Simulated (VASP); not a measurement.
Input of a VASP 6.6.1 run:

Contents of INCAR:

```
SYSTEM = HfB2
PREC = Accurate
ENCUT = 520
EDIFF = 1E-7
ISMEAR = -1
SIGMA = 0.1
LREAL = .FALSE.
LASPH = .TRUE.
NELM = 100
ALGO = Normal
ISIF = 2
LWAVE = .FALSE.
LCHARG = .FALSE.
NBANDS = 15
```

Contents of KPOINTS:

```
Automatic mesh
0
G
  12 12 9
  0 0 0
```

The input POSCAR:

```
HfB2
1.0
    3.1026498886      0.0000000000      0.0000000000
   -1.5513249443      2.6869736226      0.0000000000
    0.0000000000      0.0000000000      3.4239366431
Hf B
1 2
Direct
    0.0000000000      0.0000000000      0.0000000000
    0.3333333333      0.6666666667      0.5000000000
    0.6666666667      0.3333333333      0.5000000000
```

Potentials or basis: VASP PAW LDA potentials, release 64 (Hf_pv, B).

Launch:

```sh
$ cat potpaw_LDA.64/Hf_pv/POTCAR potpaw_LDA.64/B/POTCAR > POTCAR
$ mpirun -np 1 vasp_std > vasp.out
```

**Question.** Estimate the pressure.

**Answer.** 0.6 GPa.

**Question.** Estimate the band gap on the k mesh.

**Answer.** Zero (band 8 reaches 8.75 eV, above the bottom of band 9 at 7.41 eV).

Stress tensor (GPa, compression positive):
```
0.46 0.00 0.00
0.00 0.46 0.00
0.00 0.00 1.00
```

Caveat: spin-orbit coupling is left out, which moves the levels of the heavy elements.
